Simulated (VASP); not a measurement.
# SrTiO3 (Pm-3m) in VASP: further runs

Runs on SrTiO3. Level: LDA. Tasks: single point, relaxation of cell and atoms.

Program: VASP 6.6.1. These are calculated values, not measurements. Logs are shortened: lines on timing, memory, paths and dates and some standing lists are left out, and cuts for length are marked.

## Step 1: The cell of the first run

The structure is cubic, space group Pm-3m (No. 221). The conventional cell has a = 3.854 Å, b = 3.854 Å, c = 3.854 Å, α = 90.00°, β = 90.00°, γ = 90.00°. Sr (site symmetry m-3m) has 12 O at 2.73 Å and 8 Ti at 3.34 Å within 3.6 Å. Within 2.6 Å of Ti (site symmetry m-3m) lie 6 O at 1.93 Å. O (site symmetry 4/mmm) has 2 Ti at 1.93 Å within 2.6 Å.

## Step 2: Single point, LDA

The input, INCAR:

```
  ALGO = Normal
  EDIFF = 1E-6
  ENCUT = 520
  ISIF = 2
  ISMEAR = 0
  LASPH = T
  LCHARG = F
  LREAL = F
  LWAVE = F
  NBANDS = 28
  NELM = 100
  PREC = Accurate
  SIGMA = 0.01
```

The input, KPOINTS:

```
k-points
0
Gamma
  8 8 8
```

The input, POSCAR:

```
SrTiO3
1.0
    3.8542043169      0.0000000000      0.0000000000
    0.0000000000      3.8542043169      0.0000000000
    0.0000000000      0.0000000000      3.8542043169
Sr Ti O
1 1 3
Direct
    0.0000000000      0.0000000000      0.0000000000
    0.5000000000      0.5000000000      0.5000000000
    0.0000000000      0.5000000000      0.5000000000
    0.5000000000      0.0000000000      0.5000000000
    0.5000000000      0.5000000000      0.0000000000
```

Potentials or basis: VASP PAW LDA potentials, release 64 (Sr_sv, Ti_sv, O).

Run with:

```
> cat potpaw_LDA.64/Sr_sv/POTCAR potpaw_LDA.64/Ti_sv/POTCAR potpaw_LDA.64/O/POTCAR > POTCAR
> mpirun -np 1 vasp_std > vasp.out
```

OUTCAR:

```text
EDIFF = 1E-6
   ENCUT = 520
   ISIF = 2
   ISMEAR = 0
   LASPH = T
   LREAL = F
   NELM = 100
   PREC = Accurate

 ion  position               nearest neighbor table
   1  0.000  0.000  0.000-   3 2.73   4 2.73   5 2.73   3 2.73   4 2.73   3 2.73   5 2.73   3 2.73
                             4 2.73   5 2.73   4 2.73   5 2.73   2 3.34   2 3.34   2 3.34   2 3.34
   2  0.500  0.500  0.500-   3 1.93   4 1.93   5 1.93   5 1.93   4 1.93   3 1.93   1 3.34   1 3.34
                             1 3.34   1 3.34   1 3.34   1 3.34   1 3.34   1 3.34
   3  0.000  0.500  0.500-   2 1.93   2 1.93   1 2.73   1 2.73   1 2.73   1 2.73
   4  0.500  0.000  0.500-   2 1.93   2 1.93   1 2.73   1 2.73   1 2.73   1 2.73
   5  0.500  0.500  0.000-   2 1.93   2 1.93   1 2.73   1 2.73   1 2.73   1 2.73

  LATTYP: Found a simple cubic cell.
 ALAT       =     3.8542043169

  Lattice vectors:

 A1 = (   3.8542043169,   0.0000000000,   0.0000000000)
 A2 = (   0.0000000000,   3.8542043169,   0.0000000000)
 A3 = (   0.0000000000,   0.0000000000,   3.8542043169)

Analysis of symmetry for initial positions (statically):
=====================================================================
 Subroutine PRICEL returns:
 Original cell was already a primitive cell.

 Routine SETGRP: Setting up the symmetry group for a
 simple cubic supercell.

 Subroutine GETGRP returns: Found 48 space group operations
 (whereof 48 operations were pure point group operations)
 out of a pool of 48 trial point group operations.

The static configuration has the point symmetry O_h .

Analysis of symmetry for dynamics (positions and initial velocities):
=====================================================================
 Subroutine PRICEL returns:
 Original cell was already a primitive cell.

 Routine SETGRP: Setting up the symmetry group for a
 simple cubic supercell.

 Subroutine GETGRP returns: Found 48 space group operations
 (whereof 48 operations were pure point group operations)
 out of a pool of 48 trial point group operations.

The dynamic configuration has the point symmetry O_h .

 Subroutine INISYM returns: Found 48 space group operations
 (whereof 48 operations are pure point group operations),
 and found     1 'primitive' translations

----------------------------------------------------------------------------------------

                                     Primitive cell

  volume of cell :      57.2538

  direct lattice vectors                    reciprocal lattice vectors
     3.854204317  0.000000000  0.000000000     0.259456925  0.000000000  0.000000000
     0.000000000  3.854204317  0.000000000     0.000000000  0.259456925  0.000000000
     0.000000000  0.000000000  3.854204317     0.000000000  0.000000000  0.259456925

  length of vectors
     3.854204317  3.854204317  3.854204317     0.259456925  0.259456925  0.259456925

  position of ions in fractional coordinates (direct lattice)
     0.000000000  0.000000000  0.000000000
     0.500000000  0.500000000  0.500000000
     0.000000000  0.500000000  0.500000000
     0.500000000  0.000000000  0.500000000
     0.500000000  0.500000000  0.000000000

  ion indices of the primitive-cell ions
   primitive index   ion index
                 1           1
                 2           2
                 3           3
                 4           4
                 5           5

----------------------------------------------------------------------------------------

 KPOINTS: k-points

Automatic generation of k-mesh.
 Grid dimensions read from file:
 generate k-points for:    8    8    8

 Generating k-lattice:

  Cartesian coordinates                     Fractional coordinates (reciprocal lattice)
     0.032432116  0.000000000  0.000000000     0.125000000  0.000000000  0.000000000
     0.000000000  0.032432116  0.000000000     0.000000000  0.125000000  0.000000000
     0.000000000  0.000000000  0.032432116     0.000000000  0.000000000  0.125000000

  Length of vectors
     0.032432116  0.032432116  0.032432116

  Shift w.r.t. Gamma in fractional coordinates (k-lattice)
     0.000000000  0.000000000  0.000000000

 Subroutine IBZKPT returns following result:
 ===========================================

 Found     35 irreducible k-points:

 Following reciprocal coordinates:
            Coordinates               Weight
  0.000000  0.000000  0.000000      1.000000
  0.125000  0.000000  0.000000      6.000000
  0.250000  0.000000  0.000000      6.000000
  0.375000  0.000000  0.000000      6.000000
  0.500000  0.000000  0.000000      3.000000
  0.125000  0.125000  0.000000     12.000000
[... 16 lines left out ...]
  0.375000  0.375000  0.125000     24.000000
  0.500000  0.375000  0.125000     24.000000
 [... further k-points ...]
   k-points           NKPTS =     35   k-points in BZ     NKDIM =     35   number of bands    NBANDS=     28
   number of dos      NEDOS =    301   number of ions     NIONS =      5
   total plane-waves  NPLWV =  27000
   dimension x,y,z NGX =    30 NGY =   30 NGZ =   30
   dimension x,y,z NGXF=    60 NGYF=   60 NGZF=   60
   ions per type =               1   1   3
   NGX,Y,Z   is equivalent  to a cutoff of  12.94, 12.94, 12.94 a.u.
   NGXF,Y,Z  is equivalent  to a cutoff of  25.88, 25.88, 25.88 a.u.
 SYSTEM =  unknown system
   PREC   = accura    normal or accurate (medium, high low for compatibility)
   ISTART =      0    job   : 0-new  1-cont  2-samecut
   ICHARG =      2    charge: 1-file 2-atom 10-const
   ISPIN  =      1    spin polarized calculation?
   LNONCOLLINEAR =      F non collinear calculations
   LSORBIT =      F    spin-orbit coupling
   LASPH  =      T    aspherical Exc in radial PAW
   ENCUT  =  520.0 eV  38.22 Ry    6.18 a.u.   7.17  7.17  7.17*2*pi/ulx,y,z
   NELM   =    100;   NELMIN=  2; NELMDL= -5     # of ELM steps
   EDIFF  = 0.1E-05   stopping-criterion for ELM
   LREAL  =      F    real-space projection
   EDIFFG = 0.1E-04   stopping-criterion for IOM
   NSW    =      0    number of steps for IOM
   IBRION =     -1    ionic relax: 0-MD 1-quasi-New 2-CG
   NFREE  =      0    steps in history (QN), initial steepest desc. (CG)
   ISIF   =      2    stress and relaxation
   ISYM   =      2    0-nonsym 1-usesym 2-fastsym
   POTIM  = 0.5000    time-step for ionic-motion
   TEBEG  =    0.0;   TEEND  =   0.0 temperature during run
   PSTRESS=    0.0 pullay stress
   NELECT =      40.0000    total number of electrons
   NUPDOWN=      -1.0000    fix difference up-down
   EMIN   =  10.00;   EMAX   =-10.00  energy-range for DOS
   EFERMI =   0.00;   METHOD = LEGACY
   ISMEAR =     0;   SIGMA  =   0.01  broadening in eV -4-tet -1-fermi 0-gaus
   EFERMI_NEDOS =   21; number of points for ismear=-14 and -15
   IALGO  =     38    algorithm
   IMIX   =      4    mixing-type and parameters
     AMIX     =   0.40;   BMIX     =  1.00
     AMIX_MAG =   1.60;   BMIX_MAG =  1.00
  volume/ion in A,a.u.               =      11.45        77.27
  Fermi-wavevector in a.u.,A,eV,Ry     =   1.452647  2.745105 28.710787  2.110183
  Thomas-Fermi vector in A             =   2.570005
   LORBIT       =      0    0 simple, 1 ext, 2 COOP (PROOUT), +10 PAW based schemes
   GGA     = CA    functional components
   LHFCALC =     F    Hartree Fock is set to
   AEXX    =    0.0000 exact exchange contribution
   IVDW    =     0    specifies the selected vdW correction
   LEPSILON=     F    determine dielectric tensor
   LRPA    =     F    only Hartree local field effects (RPA)
 non-spin polarized calculation
 Gauss-broadening in eV      SIGMA  =   0.01
  energy-cutoff  :      520.00
  volume of cell :       57.25
 maximum number of plane-waves:      1568
 NGX is ok and might be reduce to    30
   NGX = 15   NGY = 15   NGZ = 15

 number of electron      40.0000029 magnetization

 Free energy of the ion-electron system (eV)
  ---------------------------------------------------
  ext. energy  EPLUGINS =         0.00000000
  ---------------------------------------------------
  free energy    TOTEN  =       -44.17624351 eV

  energy without entropy =      -44.17624351  energy(sigma->0) =      -44.17624351

 E-fermi :   4.3658     XC(G=0): -12.0010

 val. band max:        4.2105483048   @ k =   0.5000   0.5000   0.5000
 cond. band min:       6.0264192622   @ k =   0.0000   0.0000   0.0000
 fundamental gap:      1.8158709574
 Fermi energy:         4.3658425695

 k-point     1 :       0.0000    0.0000    0.0000
  band No.  band energies     occupation
      1     -51.3571      2.00000
      2     -28.1703      2.00000
      3     -28.0377      2.00000
      4     -28.0377      2.00000
      5     -28.0377      2.00000
      6     -13.0645      2.00000
[... 20 lines left out ...]
     27       9.4780      0.00000
     28      10.5577      0.00000

 k-point     2 :       0.1250    0.0000    0.0000
  band No.  band energies     occupation
      1     -51.3568      2.00000
      2     -28.1875      2.00000
      3     -28.0372      2.00000
      4     -28.0372      2.00000
      5     -28.0289      2.00000
      6     -13.0787      2.00000
[... 20 lines left out ...]
     27       9.7684      0.00000
     28      10.9392      0.00000

 k-point     3 :       0.2500    0.0000    0.0000
  band No.  band energies     occupation
      1     -51.3560      2.00000
      2     -28.2252      2.00000
      3     -28.0358      2.00000
      4     -28.0358      2.00000
      5     -28.0112      2.00000
      6     -13.1722      2.00000
[... 20 lines left out ...]
     27      10.5116      0.00000
     28      11.9664      0.00000

 k-point     4 :       0.3750    0.0000    0.0000
  band No.  band energies     occupation
      1     -51.3553      2.00000
      2     -28.2599      2.00000
      3     -28.0344      2.00000
      4     -28.0344      2.00000
      5     -27.9961      2.00000
      6     -13.3077      2.00000
[... 578 lines left out ...]
     27      12.4269      0.00000
     28      12.7754      0.00000

 k-point    23 :       0.3750    0.3750    0.1250
  band No.  band energies     occupation
      1     -51.3533      2.00000
      2     -28.1804      2.00000
      3     -28.1100      2.00000
      4     -28.0519      2.00000
      5     -28.0405      2.00000
      6     -12.6520      2.00000
[... 20 lines left out ...]
     27      12.5289      0.00000
     28      12.9799      0.00000

 k-point    24 :       0.5000    0.3750    0.1250
  band No.  band energies     occupation
      1     -51.3530      2.00000
      2     -28.1693      2.00000
      3     -28.1095      2.00000
      4     -28.0685      2.00000
      5     -28.0438      2.00000
      6     -12.5552      2.00000
[... 20 lines left out ...]
     27      12.7635      0.00000
     28      13.1006      0.00000

 [... further k-points ...]

------------------------ aborting loop because EDIFF is reached ----------------------------------------

  FORCE on cell =-STRESS in cart. coord.  units (eV):
  Direction    XX          YY          ZZ          XY          YZ          ZX
  --------------------------------------------------------------------------------------
  -------------------------------------------------------------------------------------
  Total        0.3980214      0.3980214      0.3980214      0.0000000      0.0000000     -0.0000000
  in kB       11.1381433     11.1381433     11.1381433      0.0000000      0.0000000     -0.0000000
  external PRESSURE =      11.1381433 kB  Pullay stress =       0.0000000 kB

 VOLUME and BASIS-vectors are now :
 -----------------------------------------------------------------------------
  energy-cutoff  :      520.00
  volume of cell :       57.25
      direct lattice vectors                 reciprocal lattice vectors
     3.854204317  0.000000000  0.000000000     0.259456925  0.000000000  0.000000000
     0.000000000  3.854204317  0.000000000     0.000000000  0.259456925  0.000000000
     0.000000000  0.000000000  3.854204317     0.000000000  0.000000000  0.259456925

 POSITION                                       TOTAL-FORCE (eV/Angst)
 -----------------------------------------------------------------------------------
      0.00000      0.00000      0.00000         0.000000      0.000000      0.000000
      1.92710      1.92710      1.92710         0.000000      0.000000      0.000000
      0.00000      1.92710      1.92710         0.000000      0.000000      0.000000
      1.92710      0.00000      1.92710         0.000000      0.000000      0.000000
      1.92710      1.92710      0.00000         0.000000      0.000000      0.000000
 -----------------------------------------------------------------------------------
    total drift:                                0.000000      0.000000     -0.000000

  FREE ENERGIE OF THE ION-ELECTRON SYSTEM (eV)
  ---------------------------------------------------
  free  energy   TOTEN  =       -44.1762435063 eV

  energy  without entropy=      -44.1762435063  energy(sigma->0) =      -44.17624351
```

Run time: 37 s. Hardware: 1 thread of Intel Xeon Platinum 8488C (Sapphire Rapids), shared host; peak memory 0.18 GiB.

What came out:

| Quantity | Value |
| --- | --- |
| Free energy | -44.1762 eV |
| Pressure | 1.1 GPa |
| Band gap on the k mesh | 1.82 eV, indirect (least direct gap 2.15 eV) |

Levels at points of the mesh, in eV from the valence-band top:
```
           k point  band 16  band 17  band 18  band 19  band 20  band 21  band 22  band 23  band 24  band 25
(0.00, 0.00, 0.00)    -1.26    -1.26    -0.33    -0.33    -0.33     1.82     1.82     1.82     4.60     4.60
(0.50, 0.00, 0.00)    -2.50    -2.50    -2.17    -0.73    -0.73     2.01     3.95     3.95     4.65     6.96
(0.50, 0.50, 0.00)    -3.08    -1.70    -1.62    -1.62    -0.10     3.95     3.95     4.41     5.68     8.01
(0.50, 0.50, 0.50)    -3.89    -3.89     0.00     0.00     0.00     4.68     4.68     4.68     7.00     7.00
```

(Part 1 of 2 ends here.)
